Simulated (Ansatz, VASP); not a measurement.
**TePb: VASP beside Ansatz**

```
Te Pb
1.0
     2.29014   -6.60066    0.00000
     2.29014    6.60066    0.00000
     0.00000    0.00000    4.74517
Te Pb
2 2
Direct
  0.87104 0.12896 0.75000
  0.12896 0.87104 0.25000
  0.64033 0.35967 0.75000
  0.35967 0.64033 0.25000
```

Alike in both runs: functional PBE; k mesh 6 × 6 × 6; occupations gaussian, width 0.02 eV; no spin polarisation.

Ansatz relaxed the structure, and its values are those at the end. VASP's run is a single point on that final structure, the one shown.

|  | VASP | Ansatz |
| --- | --- | --- |
| version | VASP 6.6.1 | Ansatz 0.2.0 |
| potentials or method | VASP PAW PBE potentials, release 64 (Te, Pb_d), cutoff 500 eV | scalar-relativistic, plane waves, PAW |
| valence electrons in the cell | 40 | 60 |

```tsv
	VASP	Ansatz	Ansatz less VASP
gap on the k mesh at the Fermi level (eV)	0.90	0.90	0.000
least direct gap on the mesh (eV)	1.21	1.21	+0.003
pressure (GPa)	0.0	0.0	+0.03
```

With one functional, cell and mesh, what is left measures potentials, basis and numerics. VASP's potentials hold 40 valence electrons a cell and Ansatz's 60, so a difference there can come from the potentials and not from the codes.

Neither program's run includes spin-orbit coupling.
